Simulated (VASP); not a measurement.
# Ga3S2 (P-6m2) in VASP: further runs

The runs below take Ga3S2 through single point, with PBE.

Everything below comes from runs of VASP 6.6.1. Logs are shortened: lines on timing, memory, paths and dates and some standing lists are left out, and cuts for length are marked.

### 1 The cell of the first run

Symmetry: P-6m2, No. 187, hexagonal system. Conventional cell: a = 4.438 Å, b = 4.438 Å, c = 5.504 Å, α = 90.00°, β = 90.00°, γ = 120.00°. Within 3.5 Å of Ga (site symmetry 3m) lie 5 Ga at 2.67 to 2.93 Å and 6 S at 2.89 to 2.93 Å. Within 3.4 Å of Ga (site symmetry -6m2) lie 5 S at 2.56 to 2.75 Å and 6 Ga at 2.93 Å. Within 3.6 Å of S (site symmetry -6m2) lie 8 Ga at 2.75 to 2.89 Å. S (site symmetry -6m2) has 9 Ga at 2.56 to 2.93 Å within 3.4 Å.

### 2 Single point, PBE

INCAR

```
SYSTEM = Ga3S2
ALGO = Normal
EDIFF = 1E-6
ENCUT = 520
GGA = PE
ISIF = 2
ISMEAR = 0
LASPH = .TRUE.
LCHARG = .TRUE.
LELF = .TRUE.
LREAL = .FALSE.
LVHAR = .TRUE.
LWAVE = .FALSE.
NBANDS = 34
NELM = 80
PREC = Accurate
SIGMA = 0.1
```

KPOINTS

```
k-points
0
G
  6 6 4
  0 0 0
```

POSCAR

```
Ga3S2
1.0
    4.4375904500      0.0000000000      0.0000000000
   -2.2187952200      3.8430660600      0.0000000000
    0.0000000000      0.0000000000      5.5041394600
Ga S
3 2
Direct
    0.6666666700      0.3333333300      0.2422697800
    0.6666666700      0.3333333300      0.7577302200
    0.0000000000      0.0000000000      0.5000000000
    0.0000000000      0.0000000000      0.0000000000
    0.3333333300      0.6666666700      0.5000000000
```

Potentials or basis: VASP PAW PBE potentials, release 64 (Ga_d, S).

The run is started by

```console
$ cat potpaw_PBE.64/Ga_d/POTCAR potpaw_PBE.64/S/POTCAR > POTCAR
$ mpirun -np 1 vasp_std > vasp.out
```

OUTCAR:

```text
SYSTEM = Ga3S2
   EDIFF = 1E-6
   ENCUT = 520
   GGA = PE
   ISIF = 2
   ISMEAR = 0
   LASPH = .TRUE.
   LREAL = .FALSE.
   NELM = 80
   PREC = Accurate

 ion  position               nearest neighbor table
   1  0.667  0.333  0.242-   2 2.67   2 2.84
   2  0.667  0.333  0.758-   1 2.67   1 2.84
   3  0.000  0.000  0.500-   5 2.56   5 2.56   5 2.56   4 2.75   4 2.75
   4  0.000  0.000  0.000-   3 2.75   3 2.75
   5  0.333  0.667  0.500-   3 2.56   3 2.56   3 2.56

  LATTYP: Found a hexagonal cell.
 ALAT       =     4.4375904500
 C/A-ratio  =     1.2403441737

  Lattice vectors:

 A1 = (   4.4375904500,   0.0000000000,   0.0000000000)
 A2 = (  -2.2187952200,   3.8430660600,   0.0000000000)
 A3 = (   0.0000000000,   0.0000000000,   5.5041394600)

Analysis of symmetry for initial positions (statically):
=====================================================================
 Subroutine PRICEL returns:
 Original cell was already a primitive cell.

 Routine SETGRP: Setting up the symmetry group for a
 hexagonal supercell.

 Subroutine GETGRP returns: Found 12 space group operations
 (whereof 12 operations were pure point group operations)
 out of a pool of 24 trial point group operations.

The static configuration has the point symmetry D_3h.

Analysis of symmetry for dynamics (positions and initial velocities):
=====================================================================
 Subroutine PRICEL returns:
 Original cell was already a primitive cell.

 Routine SETGRP: Setting up the symmetry group for a
 hexagonal supercell.

 Subroutine GETGRP returns: Found 12 space group operations
 (whereof 12 operations were pure point group operations)
 out of a pool of 24 trial point group operations.

The dynamic configuration has the point symmetry D_3h.

 Subroutine INISYM returns: Found 12 space group operations
 (whereof 12 operations are pure point group operations),
 and found     1 'primitive' translations

----------------------------------------------------------------------------------------

                                     Primitive cell

  volume of cell :      93.8673

  direct lattice vectors                    reciprocal lattice vectors
     4.437590450  0.000000000  0.000000000     0.225347519  0.130104451  0.000000000
    -2.218795220  3.843066060  0.000000000     0.000000000  0.260208902  0.000000000
     0.000000000  0.000000000  5.504139460     0.000000000  0.000000000  0.181681443

  length of vectors
     4.437590450  4.437590446  5.504139460     0.260208902  0.260208902  0.181681443

  position of ions in fractional coordinates (direct lattice)
     0.666666670  0.333333330  0.242269780
     0.666666670  0.333333330  0.757730220
     0.000000000  0.000000000  0.500000000
     0.000000000  0.000000000  0.000000000
     0.333333330  0.666666670  0.500000000

  ion indices of the primitive-cell ions
   primitive index   ion index
                 1           1
                 2           2
                 3           3
                 4           4
                 5           5

----------------------------------------------------------------------------------------

 KPOINTS: k-points

Automatic generation of k-mesh.
 Grid dimensions read from file:
 generate k-points for:    6    6    4

 Generating k-lattice:

  Cartesian coordinates                     Fractional coordinates (reciprocal lattice)
     0.037557920  0.021684075  0.000000000     0.166666667  0.000000000  0.000000000
     0.000000000  0.043368150  0.000000000     0.000000000  0.166666667  0.000000000
     0.000000000  0.000000000  0.045420361     0.000000000  0.000000000  0.250000000

  Length of vectors
     0.043368150  0.043368150  0.045420361

  Shift w.r.t. Gamma in fractional coordinates (k-lattice)
     0.000000000  0.000000000  0.000000000

 Subroutine IBZKPT returns following result:
 ===========================================

 Found     21 irreducible k-points:

 Following reciprocal coordinates:
            Coordinates               Weight
  0.000000  0.000000  0.000000      1.000000
  0.166667  0.000000  0.000000      6.000000
  0.333333  0.000000  0.000000      6.000000
  0.500000  0.000000  0.000000      3.000000
  0.166667  0.166667  0.000000      6.000000
  0.333333  0.166667  0.000000     12.000000
[... 13 lines left out ...]
  0.333333  0.166667  0.500000     12.000000
  0.333333  0.333333  0.500000      2.000000
   k-points           NKPTS =     21   k-points in BZ     NKDIM =     21   number of bands    NBANDS=     34
   number of dos      NEDOS =    301   number of ions     NIONS =      5
   total plane-waves  NPLWV =  54432
   dimension x,y,z NGX =    36 NGY =   36 NGZ =   42
   dimension x,y,z NGXF=    72 NGYF=   72 NGZF=   84
   ions per type =               3   2
   NGX,Y,Z   is equivalent  to a cutoff of  13.49, 13.49, 12.69 a.u.
   NGXF,Y,Z  is equivalent  to a cutoff of  26.97, 26.97, 25.37 a.u.
 SYSTEM =  Ga3S2
   PREC   = accura    normal or accurate (medium, high low for compatibility)
   ISTART =      0    job   : 0-new  1-cont  2-samecut
   ICHARG =      2    charge: 1-file 2-atom 10-const
   ISPIN  =      1    spin polarized calculation?
   LNONCOLLINEAR =      F non collinear calculations
   LSORBIT =      F    spin-orbit coupling
   LASPH  =      T    aspherical Exc in radial PAW
   ENCUT  =  520.0 eV  38.22 Ry    6.18 a.u.   8.25  8.25 10.23*2*pi/ulx,y,z
   NELM   =     80;   NELMIN=  2; NELMDL= -5     # of ELM steps
   EDIFF  = 0.1E-05   stopping-criterion for ELM
   LREAL  =      F    real-space projection
   EDIFFG = 0.1E-04   stopping-criterion for IOM
   NSW    =      0    number of steps for IOM
   IBRION =     -1    ionic relax: 0-MD 1-quasi-New 2-CG
   NFREE  =      0    steps in history (QN), initial steepest desc. (CG)
   ISIF   =      2    stress and relaxation
   ISYM   =      2    0-nonsym 1-usesym 2-fastsym
   POTIM  = 0.5000    time-step for ionic-motion
   TEBEG  =    0.0;   TEEND  =   0.0 temperature during run
   PSTRESS=    0.0 pullay stress
   NELECT =      51.0000    total number of electrons
   NUPDOWN=      -1.0000    fix difference up-down
   EMIN   =  10.00;   EMAX   =-10.00  energy-range for DOS
   EFERMI =   0.00;   METHOD = LEGACY
   ISMEAR =     0;   SIGMA  =   0.10  broadening in eV -4-tet -1-fermi 0-gaus
   EFERMI_NEDOS =   21; number of points for ismear=-14 and -15
   IALGO  =     38    algorithm
   IMIX   =      4    mixing-type and parameters
     AMIX     =   0.40;   BMIX     =  1.00
     AMIX_MAG =   1.60;   BMIX_MAG =  1.00
  volume/ion in A,a.u.               =      18.77       126.69
  Fermi-wavevector in a.u.,A,eV,Ry     =   1.335857  2.524404 24.279796  1.784515
  Thomas-Fermi vector in A             =   2.464529
   LORBIT       =      0    0 simple, 1 ext, 2 COOP (PROOUT), +10 PAW based schemes
   GGA     = PE    functional components
   LHFCALC =     F    Hartree Fock is set to
   AEXX    =    0.0000 exact exchange contribution
   IVDW    =     0    specifies the selected vdW correction
   LEPSILON=     F    determine dielectric tensor
   LRPA    =     F    only Hartree local field effects (RPA)
 non-spin polarized calculation
 Gauss-broadening in eV      SIGMA  =   0.10
  energy-cutoff  :      520.00
  volume of cell :       93.87
 maximum number of plane-waves:      2546
 NGX is ok and might be reduce to    36
   NGX = 17   NGY = 17   NGZ = 21

 number of electron      51.0000022 magnetization

 Free energy of the ion-electron system (eV)
  ---------------------------------------------------
  ext. energy  EPLUGINS =         0.00000000
  ---------------------------------------------------
  free energy    TOTEN  =       -16.93950303 eV

  energy without entropy =      -16.92432243  energy(sigma->0) =      -16.93191273

 E-fermi :   5.6282     XC(G=0): -10.5294

 val. band max:        5.4157683097   @ k =   0.1667   0.1667   0.5000
 cond. band min:       5.6587148485   @ k =   0.3333   0.0000   0.2500
 fundamental gap:      0.2429465387
 Fermi energy:         5.6282207687

 k-point     1 :       0.0000    0.0000    0.0000
  band No.  band energies     occupation
      1      -9.7350      2.00000
      2      -9.6456      2.00000
      3      -9.6456      2.00000
      4      -9.5912      2.00000
      5      -9.5912      2.00000
      6      -9.4011      2.00000
[... 26 lines left out ...]
     33      10.7218      0.00000
     34      12.1009      0.00000

 k-point     2 :       0.1667    0.0000    0.0000
  band No.  band energies     occupation
      1      -9.7490      2.00000
      2      -9.6365      2.00000
      3      -9.6339      2.00000
      4      -9.5887      2.00000
      5      -9.5887      2.00000
      6      -9.3985      2.00000
[... 26 lines left out ...]
     33      11.1747      0.00000
     34      12.2985      0.00000

 k-point     3 :       0.3333    0.0000    0.0000
  band No.  band energies     occupation
      1      -9.7611      2.00000
      2      -9.6267      2.00000
      3      -9.6175      2.00000
      4      -9.5837      2.00000
      5      -9.5829      2.00000
      6      -9.4014      2.00000
[... 26 lines left out ...]
     33      12.0439      0.00000
     34      13.1048      0.00000
[... 593 lines left out ...]
 k-point    20 :       0.3333    0.1667    0.5000
  band No.  band energies     occupation
      1      -9.7436      2.00000
      2      -9.6047      2.00000
      3      -9.5954      2.00000
      4      -9.5848      2.00000
      5      -9.5809      2.00000
      6      -9.2539      2.00000
[... 26 lines left out ...]
     33      11.4240      0.00000
     34      12.2234      0.00000

 k-point    21 :       0.3333    0.3333    0.5000
  band No.  band energies     occupation
      1      -9.7380      2.00000
      2      -9.6005      2.00000
      3      -9.5942      2.00000
      4      -9.5841      2.00000
      5      -9.5780      2.00000
      6      -9.2577      2.00000
[... 26 lines left out ...]
     33      11.9883      0.00000
     34      12.1431      0.00000

------------------------ aborting loop because EDIFF is reached ----------------------------------------

  FORCE on cell =-STRESS in cart. coord.  units (eV):
  Direction    XX          YY          ZZ          XY          YZ          ZX
  --------------------------------------------------------------------------------------
  -------------------------------------------------------------------------------------
  Total        2.8346671      2.8346671      3.7792637      0.0000000     -0.0000000      0.0000000
  in kB       48.3835969     48.3835968     64.5064704      0.0000001     -0.0000000      0.0000000
  external PRESSURE =      53.7578880 kB  Pullay stress =       0.0000000 kB

 VOLUME and BASIS-vectors are now :
 -----------------------------------------------------------------------------
  energy-cutoff  :      520.00
  volume of cell :       93.87
      direct lattice vectors                 reciprocal lattice vectors
     4.437590450  0.000000000  0.000000000     0.225347519  0.130104451  0.000000000
    -2.218795220  3.843066060  0.000000000     0.000000000  0.260208902  0.000000000
     0.000000000  0.000000000  5.504139460     0.000000000  0.000000000  0.181681443

 POSITION                                       TOTAL-FORCE (eV/Angst)
 -----------------------------------------------------------------------------------
      2.21880      1.28102      1.33349         0.000000      0.000000     -0.722766
      2.21880      1.28102      4.17065        -0.000000     -0.000000      0.722766
      0.00000      0.00000      2.75207         0.000000      0.000000      0.000000
      0.00000      0.00000      0.00000         0.000000      0.000000      0.000000
     -0.00000      2.56204      2.75207        -0.000000      0.000000      0.000000
 -----------------------------------------------------------------------------------
    total drift:                               -0.000009      0.000005      0.000000

  FREE ENERGIE OF THE ION-ELECTRON SYSTEM (eV)
  ---------------------------------------------------
  free  energy   TOTEN  =       -16.9395030314 eV

  energy  without entropy=      -16.9243224298  energy(sigma->0) =      -16.93191273
```

Wall time 74 s (1 thread of Intel Xeon Platinum 8175M at 2.50GHz (Skylake/Cascade Lake), shared host); peak memory 0.24 GiB.

What came out:

| Item | Value |
| --- | --- |
| Free energy | -16.9395 eV |
| Pressure | 5.4 GPa |
| Largest force | 0.723 eV/Å |

Forces in eV/Å, atoms in the order of the input:
```
Ga   0.000  0.000 -0.723
Ga   0.000  0.000  0.723
Ga   0.000  0.000  0.000
S    0.000  0.000  0.000
S    0.000  0.000  0.000
```

Stress tensor (GPa, compression positive):
```
4.84 0.00 0.00
0.00 4.84 0.00
0.00 0.00 6.45
```

### 3 Single point, PBE

This run uses another cell than the first one, of 22.00 Å³/atom, 1.172 times its volume.

Changes to INCAR since step 2:

```diff
@@ -8,6 +8,4 @@
 LASPH = .TRUE.
-LCHARG = .TRUE.
-LELF = .TRUE.
+LCHARG = .FALSE.
 LREAL = .FALSE.
-LVHAR = .TRUE.
 LWAVE = .FALSE.
```

KPOINTS is that of step 2.

POSCAR

```
Ga3S2
1.0
    4.3362258007     -0.0000000028      0.0000000000
   -2.1681128979      3.7552817013      0.0000000000
    0.0000000000      0.0000000000      6.7560718513
Ga S
3 2
Direct
    0.6666666667      0.3333333333      0.2093994169
    0.6666666667      0.3333333333      0.7906005831
    0.0000000000      0.0000000000      0.5000000000
    0.0000000000      0.0000000000      0.0000000000
    0.3333333333      0.6666666667      0.5000000000
```

Potentials or basis: VASP PAW PBE potentials, release 64 (Ga_d, S).

The run is started by

```console
$ cat potpaw_PBE.64/Ga_d/POTCAR potpaw_PBE.64/S/POTCAR > POTCAR
$ mpirun -np 1 vasp_std > vasp.out
```

OUTCAR:

```text
SYSTEM = Ga3S2
   EDIFF = 1E-6
   ENCUT = 520
   GGA = PE
   ISIF = 2
   ISMEAR = 0
   LASPH = .TRUE.
   LREAL = .FALSE.
   NELM = 80
   PREC = Accurate

 ion  position               nearest neighbor table
   1  0.667  0.333  0.209-   2 2.83
   2  0.667  0.333  0.791-   1 2.83
   3  0.000  0.000  0.500-   5 2.50   5 2.50   5 2.50
   4  0.000  0.000  0.000-
   5  0.333  0.667  0.500-   3 2.50   3 2.50   3 2.50

  LATTYP: Found a hexagonal cell.
 ALAT       =     4.3362258007
 C/A-ratio  =     1.5580535152

  Lattice vectors:

 A1 = (   4.3362258007,  -0.0000000028,   0.0000000000)
 A2 = (  -2.1681128979,   3.7552817013,   0.0000000000)
 A3 = (   0.0000000000,   0.0000000000,   6.7560718513)

Analysis of symmetry for initial positions (statically):
=====================================================================
 Subroutine PRICEL returns:
 Original cell was already a primitive cell.

 Routine SETGRP: Setting up the symmetry group for a
 hexagonal supercell.
[... 165 lines left out ...]
  free energy    TOTEN  =       -17.30422090 eV

  energy without entropy =      -17.29881184  energy(sigma->0) =      -17.30151637

 E-fermi :   4.2417     XC(G=0):  -9.7558

 val. band max:        4.1418441933   @ k =   0.0000   0.0000   0.5000
 cond. band min:       4.2664583080   @ k =   0.3333   0.3333   0.0000
 fundamental gap:      0.1246141147
 Fermi energy:         4.2417456358

 k-point     1 :       0.0000    0.0000    0.0000
  band No.  band energies     occupation
      1     -11.0755      2.00000
      2     -10.9284      2.00000
      3     -10.9284      2.00000
      4     -10.9207      2.00000
      5     -10.9207      2.00000
      6     -10.5285      2.00000
[... 766 lines left out ...]
     33       9.6815      0.00000
     34      10.1796      0.00000

------------------------ aborting loop because EDIFF is reached ----------------------------------------

  FORCE on cell =-STRESS in cart. coord.  units (eV):
  Direction    XX          YY          ZZ          XY          YZ          ZX
  --------------------------------------------------------------------------------------
  -------------------------------------------------------------------------------------
  Total       -0.0841475     -0.0841475     -0.0543929     -0.0000000      0.0000000      0.0000000
  in kB       -1.2254706     -1.2254706     -0.7921444     -0.0000000      0.0000000      0.0000000
  external PRESSURE =      -1.0810286 kB  Pullay stress =       0.0000000 kB

 VOLUME and BASIS-vectors are now :
 -----------------------------------------------------------------------------
  energy-cutoff  :      520.00
  volume of cell :      110.01
      direct lattice vectors                 reciprocal lattice vectors
     4.336225801 -0.000000003  0.000000000     0.230615297  0.133145804  0.000000000
    -2.168112898  3.755281701  0.000000000     0.000000000  0.266291607  0.000000000
     0.000000000  0.000000000  6.756071851     0.000000000  0.000000000  0.148015004

 POSITION                                       TOTAL-FORCE (eV/Angst)
 -----------------------------------------------------------------------------------
      2.16811      1.25176      1.41472        -0.000000      0.000000     -0.022370
      2.16811      1.25176      5.34135        -0.000000      0.000000      0.022370
      0.00000      0.00000      3.37804         0.000000     -0.000000      0.000000
      0.00000      0.00000      0.00000         0.000000     -0.000000      0.000000
      0.00000      2.50352      3.37804         0.000000     -0.000000      0.000000
 -----------------------------------------------------------------------------------
    total drift:                                0.000007     -0.000004      0.000000

  FREE ENERGIE OF THE ION-ELECTRON SYSTEM (eV)
  ---------------------------------------------------
  free  energy   TOTEN  =       -17.3042209047 eV

  energy  without entropy=      -17.2988118350  energy(sigma->0) =      -17.30151637
```

Run time: 68 s. Hardware: 1 thread of Intel Xeon Platinum 8175M at 2.50GHz (Skylake/Cascade Lake), shared host; peak memory 0.24 GiB.

Results:

```yaml
Free_energy: -17.3042 eV
Pressure: -0.1 GPa
Largest_force: 0.022 eV/Å
```

Forces on the atoms (eV/Å):
```
Ga   0.000  0.000 -0.022
Ga   0.000  0.000  0.022
Ga   0.000  0.000  0.000
S    0.000  0.000  0.000
S    0.000  0.000  0.000
```
